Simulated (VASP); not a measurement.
Here is a VASP 6.6.1 calculation.

File INCAR:

```
SYSTEM = LiPbF3
ALGO = Normal ; EDIFF = 1E-6
ENCUT = 520 ; GGA = PE
ISIF = 2 ; ISMEAR = 0
LASPH = .True. ; LCHARG = .False.
LREAL = .False. ; LWAVE = .False.
NBANDS = 27 ; NELM = 60
PREC = Accurate ; SIGMA = 0.01
```

File KPOINTS:

```
k-points
0
Gamma
  6 6 6
  0 0 0
```

Contents of POSCAR:

```
LiPbF3
1.0
    4.8099941411      0.0000000000      0.0000000000
    0.0000000000      4.8099941411      0.0000000000
    0.0000000000      0.0000000000      4.8099941411
Li Pb F
1 1 3
Direct
    0.5000000000      0.5000000000      0.5000000000
    0.0000000000      0.0000000000      0.0000000000
    0.5000000000      0.0000000000      0.0000000000
    0.0000000000      0.5000000000      0.0000000000
    0.0000000000      0.0000000000      0.5000000000
```

Potentials or basis: VASP PAW PBE potentials, release 64 (Li_sv, Pb_d, F).

Command:

```console
$ cat potpaw_PBE.64/Li_sv/POTCAR potpaw_PBE.64/Pb_d/POTCAR potpaw_PBE.64/F/POTCAR > POTCAR
$ mpirun -np 1 vasp_std > vasp.out
```

Estimate the band gap on the k mesh.

1.93 eV, indirect (least direct gap 3.35 eV).

Caveat: spin-orbit coupling is left out, which moves the levels of the heavy elements. A k mesh can miss the band edges.
